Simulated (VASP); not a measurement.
Here is a VASP 6.6.1 calculation.

Contents of INCAR:

```
SYSTEM = In
ALGO = Normal ; EDIFF = 1E-6
ENCUT = 520 ; GGA = PE
ISIF = 2 ; ISMEAR = -1
LASPH = .True. ; LCHARG = .False.
LREAL = .False. ; LWAVE = .False.
NBANDS = 12 ; NELM = 60
PREC = Accurate ; SIGMA = 0.1
```

The input KPOINTS:

```
k-points
0
Gamma
  19 19 19
  0 0 0
```

Contents of POSCAR:

```
In
1.0
    0.0000000000      2.3286497890      2.3286497890
    2.3286497890      0.0000000000      2.3286497890
    2.3286497890      2.3286497890      0.0000000000
In
1
Direct
    0.0000000000      0.0000000000      0.0000000000
```

Potentials or basis: VASP PAW PBE potentials, release 64 (In_d).

Run with:

```sh
$ cat potpaw_PBE.64/In_d/POTCAR > POTCAR
$ mpirun -np 1 vasp_std > vasp.out
```

(1) What does it give for the pressure?

(2) Estimate the band gap on the k mesh.

## Answers

(1) 3.7 GPa.

(2) zero (an odd number of electrons rules out a gap without spin polarisation).

Caveat: the cell stands under pressure; spin-orbit coupling is left out, which moves the levels of the heavy elements.
